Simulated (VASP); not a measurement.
Input of a VASP 6.6.1 run:

File INCAR:

```
SYSTEM = Zr
PREC = Accurate
ENCUT = 600
EDIFF = 1E-7
ISMEAR = -1
SIGMA = 0.05
LREAL = .False.
LASPH = .True.
NELM = 80
ALGO = Normal
ISIF = 3
LWAVE = .False.
LCHARG = .False.
GGA = PE
IBRION = 2
NSW = 100
EDIFFG = -0.005
```

KPOINTS

```
regular mesh
0
Gamma
  13 13 13
  0 0 0
```

POSCAR

```
Zr
1.0
   -1.7727566677      1.7727566677      1.7727566677
    1.7727566677     -1.7727566677      1.7727566677
    1.7727566677      1.7727566677     -1.7727566677
Zr
1
Direct
    0.0000000000      0.0000000000      0.0000000000
```

Potentials or basis: VASP PAW PBE potentials, release 64 (Zr_sv).

The run is started by

```console
$ cat potpaw_PBE.64/Zr_sv/POTCAR > POTCAR
$ mpirun -np 1 vasp_std > vasp.out
```

What does it give for the band gap on the k mesh?

Zero (band 6 reaches 10.07 eV, above the bottom of band 7 at 8.34 eV).

What does it give for the relaxed cell?

a = 3.095 Å, b = 3.095 Å, c = 3.095 Å, α = 109.47°, β = 109.47°, γ = 109.47°.

Final structure:
```
Zr
1.0
    -1.78673    1.78673    1.78673
     1.78673   -1.78673    1.78673
     1.78673    1.78673   -1.78673
Zr
1
Direct
  0.00000 0.00000 0.00000
```
